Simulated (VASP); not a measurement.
# Sb (P6_3/mmc) in VASP: further runs, part 2 of 2

VASP 6.6.1.

**4. Relaxation of cell and atoms, PBEsol**

This run uses another cell than the first one, of 26.65 Å³/atom, 0.800 times its volume.

Input file INCAR:

```
PREC = Accurate ; ENCUT = 500
EDIFF = 1E-7 ; ISMEAR = -1
SIGMA = 0.05 ; LREAL = F
LASPH = T ; NELM = 120
ALGO = Normal ; ISIF = 3
LWAVE = F ; LCHARG = F
GGA = PS ; IBRION = 2
NSW = 60 ; EDIFFG = -0.01
GGA_COMPAT = F ; NELMIN = 4
```

Input file KPOINTS:

```
Automatic mesh
0
Gamma
  9 9 5
```

Input file POSCAR:

```
Sb
1.0
    3.3545324186      0.0000000000      0.0000000000
   -1.6772662093      2.9051102923      0.0000000000
    0.0000000000      0.0000000000      5.4701606500
Sb
2
Direct
    0.6666666667      0.3333333333      0.7500000000
    0.3333333333      0.6666666667      0.2500000000
```

Potentials or basis: VASP PAW PBE potentials, release 64 (Sb_d_GW).

The run is started by

```console
$ cat potpaw_PBE.64/Sb_d_GW/POTCAR > POTCAR
$ mpirun -np 1 vasp_std > vasp.out
```

OUTCAR:

```text
PREC = Accurate
   ENCUT = 500
   EDIFF = 1E-7
   ISMEAR = -1
   LREAL = F
   LASPH = T
   NELM = 120
   ISIF = 3
   GGA = PS
   IBRION = 2
   NSW = 60
   EDIFFG = -0.01
   NELMIN = 4

 ion  position               nearest neighbor table
   1  0.667  0.333  0.750-   2 3.35   2 3.35   2 3.35   2 3.35   2 3.35   2 3.35
   2  0.333  0.667  0.250-   1 3.35   1 3.35   1 3.35   1 3.35   1 3.35   1 3.35

  LATTYP: Found a hexagonal cell.
 ALAT       =     3.3545324186
 C/A-ratio  =     1.6306775334

  Lattice vectors:

 A1 = (   3.3545324186,   0.0000000000,   0.0000000000)
 A2 = (  -1.6772662093,   2.9051102923,   0.0000000000)
 A3 = (   0.0000000000,   0.0000000000,   5.4701606500)

Analysis of symmetry for initial positions (statically):
=====================================================================
 Subroutine PRICEL returns:
 Original cell was already a primitive cell.

 Routine SETGRP: Setting up the symmetry group for a
 hexagonal supercell.

 Subroutine GETGRP returns: Found 24 space group operations
 (whereof 12 operations were pure point group operations)
 out of a pool of 24 trial point group operations.

The static configuration has the point symmetry D_3d.
[... 172 lines left out ...]
  in kB      -15.4370733    -15.4370733    -18.6007746      0.0000000      0.0000000      0.0000000
  external PRESSURE =     -16.4916404 kB  Pullay stress =       0.0000000 kB
[... 89 lines left out ...]
  FREE ENERGIE OF THE ION-ELECTRON SYSTEM (eV)
  ---------------------------------------------------
  free  energy   TOTEN  =        -8.7205460573 eV

  energy  without entropy=       -8.7089597036  energy(sigma->0) =       -8.71475288

[... ionic steps 4 to 14 ...]

--------------------------------------- Ionic step       15  -------------------------------------------

 number of electron      30.0000012 magnetization

------------------------ aborting loop because EDIFF is reached ----------------------------------------
[... 67 lines left out ...]
--------------------------------------- Ionic step       17  -------------------------------------------

 number of electron      30.0000012 magnetization

 Free energy of the ion-electron system (eV)
  ---------------------------------------------------
  ext. energy  EPLUGINS =         0.00000000
  ---------------------------------------------------
  free energy    TOTEN  =        -8.72117989 eV

  energy without entropy =       -8.70973681  energy(sigma->0) =       -8.71545835

 E-fermi :   6.5320     XC(G=0): -10.9400

 val. band max:        6.5132419920   @ k =   0.3333   0.2222   0.2000
 cond. band min:       6.5327546004   @ k =   0.2222   0.0000   0.4000
 fundamental gap:      0.0195126085
 Fermi energy:         6.5319814264

 k-point     1 :       0.0000    0.0000    0.0000
  band No.  band energies     occupation
      1     -22.6435      2.00000
      2     -22.6382      2.00000
      3     -22.6252      2.00000
      4     -22.6252      2.00000
      5     -22.6233      2.00000
      6     -22.6233      2.00000
[... 505 lines left out ...]
      6     -22.5914      2.00000
[... 11 lines left out ...]
     18       7.3924      0.00000
     19      11.2193      0.00000

 [... further k-points ...]
[... 5 lines left out ...]
  --------------------------------------------------------------------------------------
  -------------------------------------------------------------------------------------
  Total       -0.0048238     -0.0048238      0.0021455      0.0000000     -0.0000000      0.0000000
  in kB       -0.1484862     -0.1484862      0.0660439      0.0000000     -0.0000000      0.0000000
  external PRESSURE =      -0.0769762 kB  Pullay stress =       0.0000000 kB
[... 17 lines left out ...]
  FREE ENERGIE OF THE ION-ELECTRON SYSTEM (eV)
  ---------------------------------------------------
  free  energy   TOTEN  =        -8.7211798913 eV

  energy  without entropy=       -8.7097368058  energy(sigma->0) =       -8.71545835

 reached required accuracy - stopping structural energy minimisation
```

CONTCAR:

```text
Sb
   1.00000000000000
     3.3551617205682196    0.0000000000000000    0.0000000000000000
    -1.6775808602841098    2.9056552837911287   -0.0000000000000002
     0.0000000000000000    0.0000000000000000    5.3389168580224204
  Sb
     2
Direct
     0.6666666667000030    0.3333333332999970    0.7500000000000000
     0.3333333332999970    0.6666666667000030    0.2500000000000000

  0.00000000E+00  0.00000000E+00  0.00000000E+00
  0.00000000E+00  0.00000000E+00  0.00000000E+00
```

It took 2.9 min on 1 thread of AMD EPYC 9R45 (Zen 5), shared host; peak memory 0.16 GiB.

Results:

```yaml
Free_energy: -8.7212 eV
Relaxed_volume: 26.02 Å³/atom
Relaxed_cell: a = 3.355 Å, b = 3.355 Å, c = 5.339 Å, α = 90.00°, β = 90.00°, γ = 120.00°
Space_group_after_relaxing_to_0.05_Å: P6_3/mmc (No. 194)
Energy_gained_by_relaxing: 4.0 meV/atom
Ionic_steps: 17
Pressure_after_relaxing: 0.0 GPa
Band_gap_on_the_k_mesh: zero (band 15 reaches 10.62 eV, above the bottom of band 16 at 3.79 eV)
```

Step by step:
| step | energy change (eV) | largest force (eV/Å) | pressure (GPa) | volume (Å³) |
| --- | --- | --- | --- | --- |
| 1 | 0.0000 | 0.0000 | -1.65 | 53.31 |
| 2 | -0.0052 | 0.0000 | 0.95 | 51.22 |
| 3 | -0.0073 | 0.0000 | 0.00 | 51.93 |
| 4 | -0.0073 | 0.0000 | 0.06 | 51.90 |
| 5 | -0.0073 | 0.0000 | -0.05 | 51.97 |
| 6 | -0.0073 | 0.0000 | 0.04 | 51.96 |
| 7 | -0.0073 | 0.0000 | -0.06 | 51.97 |
| 8 | -0.0073 | 0.0000 | -0.04 | 51.97 |
| 9 | -0.0074 | 0.0000 | -0.03 | 51.99 |
| 10 | -0.0075 | 0.0000 | -0.02 | 52.02 |
| 11 | -0.0079 | 0.0000 | -0.06 | 52.08 |
| 12 | -0.0077 | 0.0000 | -0.10 | 52.20 |
| 13 | -0.0078 | 0.0000 | -0.07 | 52.16 |
| 14 | -0.0079 | 0.0000 | -0.07 | 52.12 |
| 15 | -0.0079 | 0.0000 | -0.10 | 52.10 |
| 16 | -0.0078 | 0.0000 | 0.26 | 51.86 |
| 17 | -0.0079 | 0.0000 | -0.01 | 52.05 |

Final structure:
```
Sb
1.0
     3.35516    0.00000    0.00000
    -1.67758    2.90566    0.00000
     0.00000    0.00000    5.33892
Sb
2
Cartesian
  1.6776 0.9686 4.0042
  0.0000 1.9371 1.3347
```

Caveat: the PAW data sets were made with another functional, which shifts forces and pressure a little; spin-orbit coupling is left out, which moves the levels of the heavy elements.

**5. Single point, PBE0**

This run uses another cell than the first one, of 27.72 Å³/atom, 0.832 times its volume.

Input file POSCAR:

```
Sb
1.0
    3.3986760653      0.0000000000      0.0000000000
   -1.6993380327      2.9433398118      0.0000000000
    0.0000000000      0.0000000000      5.5421447030
Sb
2
Direct
    0.6666666667      0.3333333333      0.7500000000
    0.3333333333      0.6666666667      0.2500000000
```

Input file INCAR.step1:

```
SYSTEM = Sb
PREC = Accurate ; ENCUT = 520
EDIFF = 1E-5 ; ISMEAR = -1
SIGMA = 0.05 ; LREAL = .FALSE.
LASPH = .TRUE. ; NELM = 60
ALGO = Normal ; ISIF = 2
LWAVE = .TRUE. ; LCHARG = .FALSE.
NBANDS = 12 ; GGA = PE
```

Input file INCAR.step2:

```
SYSTEM = Sb
PREC = Accurate ; ENCUT = 520
EDIFF = 1E-6 ; ISMEAR = -1
SIGMA = 0.05 ; LREAL = .FALSE.
LASPH = .TRUE. ; NELM = 60
ALGO = Normal ; ISIF = 2
LWAVE = .FALSE. ; LCHARG = .FALSE.
GGA = PE ; LHFCALC = .TRUE.
AEXX = 0.25 ; PRECFOCK = Normal
NBANDS = 12 ; ISTART = 1
```

Input file KPOINTS:

```
Automatic mesh
0
G
  6 6 4
  0 0 0
```

Potentials or basis: VASP PAW PBE potentials, release 64 (Sb).

The run is started by

```console
$ cat potpaw_PBE.64/Sb/POTCAR > POTCAR
$ cp INCAR.step1 INCAR
$ mpirun -np 1 vasp_std > vasp.out
$ cp INCAR.step2 INCAR
$ mpirun -np 1 vasp_std > vasp.out
```

OUTCAR:

```text
SYSTEM = Sb
   PREC = Accurate
   ENCUT = 520
   EDIFF = 1E-6
   ISMEAR = -1
   LREAL = .FALSE.
   LASPH = .TRUE.
   NELM = 60
   ISIF = 2
   GGA = PE
   LHFCALC = .TRUE.
   AEXX = 0.25
   PRECFOCK = Normal
   ISTART = 1

 ion  position               nearest neighbor table
   1  0.667  0.333  0.750-   2 3.40   2 3.40   2 3.40   2 3.40   2 3.40   2 3.40
   2  0.333  0.667  0.250-   1 3.40   1 3.40   1 3.40   1 3.40   1 3.40   1 3.40

  LATTYP: Found a hexagonal cell.
 ALAT       =     3.3986760653
 C/A-ratio  =     1.6306775334

  Lattice vectors:

 A1 = (   3.3986760653,   0.0000000000,   0.0000000000)
 A2 = (  -1.6993380327,   2.9433398118,   0.0000000000)
 A3 = (   0.0000000000,   0.0000000000,   5.5421447030)

Analysis of symmetry for initial positions (statically):
=====================================================================
 Subroutine PRICEL returns:
 Original cell was already a primitive cell.

 Routine SETGRP: Setting up the symmetry group for a
 hexagonal supercell.

 Subroutine GETGRP returns: Found 24 space group operations
 (whereof 12 operations were pure point group operations)
 out of a pool of 24 trial point group operations.

The static configuration has the point symmetry D_3d.
 The point group associated with its full space group is D_6h.

Analysis of symmetry for dynamics (positions and initial velocities):
=====================================================================
 Subroutine PRICEL returns:
 Original cell was already a primitive cell.

 Routine SETGRP: Setting up the symmetry group for a
 hexagonal supercell.

 Subroutine GETGRP returns: Found 24 space group operations
 (whereof 12 operations were pure point group operations)
 out of a pool of 24 trial point group operations.

The dynamic configuration has the point symmetry D_3d.
 The point group associated with its full space group is D_6h.

 Subroutine INISYM returns: Found 24 space group operations
 (whereof 12 operations are pure point group operations),
 and found     1 'primitive' translations

----------------------------------------------------------------------------------------

                                     Primitive cell

  volume of cell :      55.4406

  direct lattice vectors                    reciprocal lattice vectors
     3.398676065  0.000000000  0.000000000     0.294232219  0.169875051  0.000000000
    -1.699338033  2.943339812  0.000000000     0.000000000  0.339750102  0.000000000
     0.000000000  0.000000000  5.542144703     0.000000000  0.000000000  0.180435563

  length of vectors
     3.398676065  3.398676065  5.542144703     0.339750102  0.339750102  0.180435563

  position of ions in fractional coordinates (direct lattice)
     0.666666667  0.333333333  0.750000000
     0.333333333  0.666666667  0.250000000

  ion indices of the primitive-cell ions
   primitive index   ion index
                 1           1
                 2           2

----------------------------------------------------------------------------------------

 KPOINTS: Automatic mesh

Automatic generation of k-mesh.
 Grid dimensions read from file:
[... 48 lines left out ...]
   ions per type =               2
   NGX,Y,Z   is equivalent  to a cutoff of  13.70, 13.70, 12.60 a.u.
   NGXF,Y,Z  is equivalent  to a cutoff of  27.39, 27.39, 25.20 a.u.
 SYSTEM =  Sb
   PREC   = accura    normal or accurate (medium, high low for compatibility)
   ISTART =      1    job   : 0-new  1-cont  2-samecut
   ICHARG =      0    charge: 1-file 2-atom 10-const
   ISPIN  =      1    spin polarized calculation?
   LNONCOLLINEAR =      F non collinear calculations
   LSORBIT =      F    spin-orbit coupling
   LASPH  =      T    aspherical Exc in radial PAW
   ENCUT  =  520.0 eV  38.22 Ry    6.18 a.u.   6.32  6.32 10.30*2*pi/ulx,y,z
   NELM   =     60;   NELMIN=  2; NELMDL=  0     # of ELM steps
   EDIFF  = 0.1E-05   stopping-criterion for ELM
   LREAL  =      F    real-space projection
   EDIFFG = 0.1E-04   stopping-criterion for IOM
   NSW    =      0    number of steps for IOM
   IBRION =     -1    ionic relax: 0-MD 1-quasi-New 2-CG
   NFREE  =      0    steps in history (QN), initial steepest desc. (CG)
   ISIF   =      2    stress and relaxation
   ISYM   =      3    0-nonsym 1-usesym 2-fastsym
   POTIM  = 0.5000    time-step for ionic-motion
   TEBEG  =    0.0;   TEEND  =   0.0 temperature during run
   PSTRESS=    0.0 pullay stress
   NELECT =      10.0000    total number of electrons
   NUPDOWN=      -1.0000    fix difference up-down
   EMIN   =  10.00;   EMAX   =-10.00  energy-range for DOS
   EFERMI =   0.00;   METHOD = LEGACY
   ISMEAR =    -1;   SIGMA  =   0.05  broadening in eV -4-tet -1-fermi 0-gaus
   EFERMI_NEDOS =   21; number of points for ismear=-14 and -15
   IALGO  =     38    algorithm
   IMIX   =      1    mixing-type and parameters
     AMIX     =   0.40;   BMIX     =  1.00
     AMIX_MAG =   1.60;   BMIX_MAG =  1.00
  volume/ion in A,a.u.               =      27.72       187.07
  Fermi-wavevector in a.u.,A,eV,Ry     =   0.924980  1.747958 11.640971  0.855587
  Thomas-Fermi vector in A             =   2.050784
   LORBIT       =      0    0 simple, 1 ext, 2 COOP (PROOUT), +10 PAW based schemes
   GGA     = PE    functional components
   LHFCALC =     T    Hartree Fock is set to
   PRECFOCK=normal    Normal, Fast or Accurate (Low or Medium for compatibility)
   ENCUT4O =  -1.0   cutoff for four orbital integrals eV
   NKREDX  =     1    reduce k-point grid by
   NKREDY  =     1    reduce k-point grid by
   NKREDZ  =     1    reduce k-point grid by
   AEXX    =    0.2500 exact exchange contribution
   HFSCREEN=    0.0000 screening length (either q_TF or 0.3 A-1)
   HFSCREENC=   0.0000 screening length for correlation (either q_TF or 0.3 A-1)
   ENCUTFOCK=  -1.0 apply spherical cutoff to Coloumb kernel
   IVDW    =     0    specifies the selected vdW correction
   LEPSILON=     F    determine dielectric tensor
   LRPA    =     F    only Hartree local field effects (RPA)
 non-spin polarized calculation
  energy-cutoff  :      520.00
  volume of cell :       55.44
 maximum number of plane-waves:      1520
 NGX is ok and might be reduce to    28
  NGX = 20; NGY = 20; NGZ = 32

 number of electron      10.0000001 magnetization

 Free energy of the ion-electron system (eV)
  ---------------------------------------------------
  ext. energy  EPLUGINS =         0.00000000
  ---------------------------------------------------
  free energy    TOTEN  =       -10.57030215 eV

  energy without entropy =      -10.56756498  energy(sigma->0) =      -10.56893356

 E-fermi :   8.4316     XC(G=0):  -8.0022

 val. band max:        7.7606112013   @ k =   0.5000   0.0000   0.0000
 cond. band min:       8.5720486070   @ k =   0.1667   0.1667   0.5000
 fundamental gap:      0.8114374057
 Fermi energy:         8.4315981982

 k-point     1 :       0.0000    0.0000    0.0000
  band No.  band energies     occupation
      1      -6.5994      2.00000
      2      -2.5375      2.00000
      3       1.1452      2.00000
      4      12.3497      0.00000
      5      12.3497      0.00000
      6      14.0422      0.00000
      7      14.0422      0.00000
      8      14.2880      0.00000
      9      16.5648      0.00000
     10      17.9755      0.00000
     11      18.8983      0.00000
     12      18.8983      0.00000
[... 286 lines left out ...]
 k-point    21 :       0.3333    0.3333    0.5000
  band No.  band energies     occupation
      1      -1.0929      2.00000
      2      -1.0929      2.00000
      3       2.9081      2.00000
      4       2.9081      2.00000
      5       4.0763      2.00000
      6       4.0763      2.00000
      7      11.6986      0.00000
      8      11.6986      0.00000
      9      16.3008      0.00000
     10      16.3008      0.00000
     11      16.8970      0.00000
     12      16.8970      0.00000

------------------------ aborting loop because EDIFF is reached ----------------------------------------

  FORCE on cell =-STRESS in cart. coord.  units (eV):
  Direction    XX          YY          ZZ          XY          YZ          ZX
  --------------------------------------------------------------------------------------
  -------------------------------------------------------------------------------------
  Total       -2.0494992     -2.0494992     -0.1255441      0.0000000      0.0000000      0.0000000
  in kB      -59.2284402    -59.2284402     -3.6280969      0.0000000      0.0000000      0.0000000
  external PRESSURE =     -40.6949924 kB  Pullay stress =       0.0000000 kB

 VOLUME and BASIS-vectors are now :
 -----------------------------------------------------------------------------
  energy-cutoff  :      520.00
  volume of cell :       55.44
      direct lattice vectors                 reciprocal lattice vectors
     3.398676065  0.000000000  0.000000000     0.294232219  0.169875051  0.000000000
    -1.699338033  2.943339812  0.000000000     0.000000000  0.339750102  0.000000000
     0.000000000  0.000000000  5.542144703     0.000000000  0.000000000  0.180435563

 POSITION                                       TOTAL-FORCE (eV/Angst)
 -----------------------------------------------------------------------------------
      1.69934      0.98111      4.15661         0.000000      0.000000     -0.000000
     -0.00000      1.96223      1.38554         0.000000     -0.000000      0.000000
 -----------------------------------------------------------------------------------
    total drift:                               -0.000000      0.000000      0.000000

  FREE ENERGIE OF THE ION-ELECTRON SYSTEM (eV)
  ---------------------------------------------------
  free  energy   TOTEN  =       -10.5703021471 eV

  energy  without entropy=      -10.5675649783  energy(sigma->0) =      -10.56893356
```

It took 17 min on 1 thread of Intel Xeon 6975P-C (Granite Rapids), shared host; peak memory 0.19 GiB.

Results:

```yaml
Free_energy: -10.5703 eV
Pressure: -4.1 GPa
Band_gap_on_the_k_mesh: zero (band 5 reaches 13.19 eV, above the bottom of band 6 at 4.08 eV)
```

Stress tensor (GPa, compression positive):
```
-5.92  0.00  0.00
 0.00 -5.92  0.00
 0.00  0.00 -0.36
```

Caveat: the PAW data sets were made with another functional, which shifts forces and pressure a little; spin-orbit coupling is left out, which moves the levels of the heavy elements.

**6. The runs side by side**

| task | level | potentials or basis | cell | k mesh | cutoff (eV) | smearing | second run | grid for exact exchange (PRECFOCK) | gap on the mesh (eV) | pressure (GPa) |
| --- | --- | --- | --- | --- | --- | --- | --- | --- | --- | --- |
| single point | LDA | VASP PAW LDA potentials, release 64 (Sb) | a = 3.614, b = 3.614, c = 5.893 Å, angles 90.0, 90.0, 120.0°, 2 atoms | 9 × 9 × 5 | 520 | fermi-dirac 0.02 eV | - | - | none | -10.4 |
| single point | PBE | VASP PAW PBE potentials, release 64 (Sb) | a = 3.355, b = 3.355, c = 5.470 Å, angles 90.0, 90.0, 120.0°, 2 atoms | 5 × 5 × 3 | 500 | fermi-dirac 0.03 eV | - | - | none | 0.3 |
| relaxation of cell and atoms | PBEsol | VASP PAW PBE potentials, release 64 (Sb_d_GW) | relaxed from a = 3.355, b = 3.355, c = 5.470 Å, angles 90.0, 90.0, 120.0°, 2 atoms | 9 × 9 × 5 | 500 | fermi-dirac 0.05 eV | valence_matched | - | none | 0.0 |
| single point | PBE0 | VASP PAW PBE potentials, release 64 (Sb) | a = 3.399, b = 3.399, c = 5.542 Å, angles 90.0, 90.0, 120.0°, 2 atoms | 6 × 6 × 4 | 520 | fermi-dirac 0.05 eV | - | Normal | none | -4.1 |

Alike in all rows: no spin polarisation.

Caveats: some runs use coarse meshes; spin-orbit coupling is left out, which moves the levels of the heavy elements; the PAW data sets were made with another functional, which shifts forces and pressure a little (some runs).

Absolute energies hang on the potentials; compare differences alone.
